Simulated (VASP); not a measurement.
Write the native input for VASP 6.6.1 that does the following.

- Task: single point
- Functional: PBEsol
- Potentials or basis: VASP PAW PBE potentials, release 64 (O)
- Cutoff: 520 eV
- k mesh: 14 × 14 × 8
- Occupations: fermi-dirac, width 0.05 eV
- Spin: no spin polarisation
- Dipole correction: no
- Further INCAR settings: ALGO = Normal; EDIFF = 1e-06; NBANDS = 13

The structure of O lies in POSCAR:

```
O
1.0
    2.5029894065      0.0000000000      0.0000000000
   -1.2514947032      2.1676524114      0.0000000000
    0.0000000000      0.0000000000      4.0548428385
O
2
Direct
    0.1933333333      0.5966666667      0.1450000000
    0.8066666667      0.4033333333      0.8550000000
```

This cell differs from its parent crystal: shortest bond scaled by 0.58.

One way to write it, as run:

INCAR

```
PREC = Accurate
ENCUT = 520
EDIFF = 1E-6
ISMEAR = -1
SIGMA = 0.05
LREAL = F
LASPH = T
NELM = 60
ALGO = Normal
ISIF = 2
LWAVE = F
LCHARG = F
GGA = PS
NBANDS = 13
```

KPOINTS

```
Automatic mesh
0
Gamma
  14 14 8
```

Potentials or basis: VASP PAW PBE potentials, release 64 (O).

Launch:

```sh
$ cat potpaw_PBE.64/O/POTCAR > POTCAR
$ mpirun -np 1 vasp_std > vasp.out
```

It gave:

| Property | Result |
| --- | --- |
| Pressure | -11.8 GPa |
| Largest force | 7.124 eV/Å |
| Band gap on the k mesh | zero (bands 6 and 7 overlap by 0.69 eV) |

Caveat: the cell differs from its parent crystal (shortest bond scaled by 0.58); the stress differs along the axes, from -52 to 11 GPa; the PAW data sets were made with another functional, which shifts forces and pressure a little.

Run time: 44 s on 1 thread of Intel(R) Xeon(R) 6975P-C (Granite Rapids), with other jobs on the host, peak memory 0.2 GiB.
